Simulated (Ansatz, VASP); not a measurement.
WCl4F2 in VASP and in Ansatz

```xyz
7
Lattice="3.7723 3.6639 -4.2006 -3.7190 3.7531 4.3302 3.6472 -3.6107 4.1344" Properties=species:S:1:pos:R:3 pbc="T T T"
W    -0.0001   -0.0006   -0.0004
Cl    1.6430    5.7576    0.0835
Cl    2.0446    2.2128    4.3083
Cl    1.6579    1.5914   -0.0153
Cl    2.0560   -1.9527    4.1522
F     3.6650    3.8107    2.3977
F     3.8074    3.6634   -2.3345
```

Change from the starting cell: cell x1, atoms moved at random (sigma 0.1 Å) and cell strained at random (1.5 %), then relaxed without symmetry.

Alike in both runs: functional PBE; k mesh 4 × 4 × 4; occupations gaussian, width 0.1 eV; no spin polarisation.

Ansatz relaxed the structure, and its values are those at the end. VASP's run is a single point on that final structure, the one shown.

```csv
,VASP,Ansatz
version,VASP 6.6.1,Ansatz 0.2.0
potentials or method,"VASP PAW PBE potentials, release 64 (W_sv, Cl, F), cutoff 520 eV","scalar-relativistic, plane waves, PAW"
valence electrons in the cell,56,56
```

|  | VASP | Ansatz | Ansatz less VASP |
| --- | --- | --- | --- |
| gap on the k mesh at the Fermi level (eV) | 1.71 | 1.71 | -0.004 |
| least direct gap on the mesh (eV) | 1.74 | 1.74 | -0.004 |
| pressure (GPa) | 0.2 | 0.0 | -0.20 |
| rms of the force components (eV/Å) | 0.121 | 0.011 | -0.1107 |

One of these differences is far larger than is usual between the two programs; its cause wasn't traced. With one functional, cell and mesh, what is left measures potentials, basis and numerics.

Spin-orbit coupling is off throughout.
